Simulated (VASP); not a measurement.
A run of VASP 6.6.1 is set up as follows.

INCAR

```
  PREC = Accurate
  ENCUT = 520
  EDIFF = 1E-6
  ISMEAR = 0
  SIGMA = 0.15
  LREAL = False
  LASPH = True
  NELM = 100
  ALGO = Fast
  ISIF = 2
  LWAVE = False
  LCHARG = False
  GGA = PE
  NBANDS = 12
```

KPOINTS

```
regular mesh
0
Gamma
  22 22 22
```

POSCAR

```
Cu
1.0
    0.0000000000      1.7532750000      1.7803875000
    1.7532750000      0.0000000000      1.7803875000
    1.7532750000      1.7532750000      0.0000000000
Cu
1
Direct
    0.0000000000      0.0000000000      0.0000000000
```

Potentials or basis: VASP PAW PBE potentials, release 64 (Cu).

The run is started by

```bash
$ cat potpaw_PBE.64/Cu/POTCAR > POTCAR
$ mpirun -np 1 vasp_std > vasp.out
```

Q: What does it give for the band gap on the k mesh?

A: Zero (an odd number of electrons rules out a gap without spin polarisation).

Q: Predict the pressure.

A: 16.4 GPa.

Stress tensor (GPa, compression positive):
```
16.84  0.00  0.00
 0.00 16.84  0.00
 0.00  0.00 15.66
```

Caveat: the cell differs from its parent crystal (strain -0.030 along x and y, -0.015 along z); the cell stands under pressure.
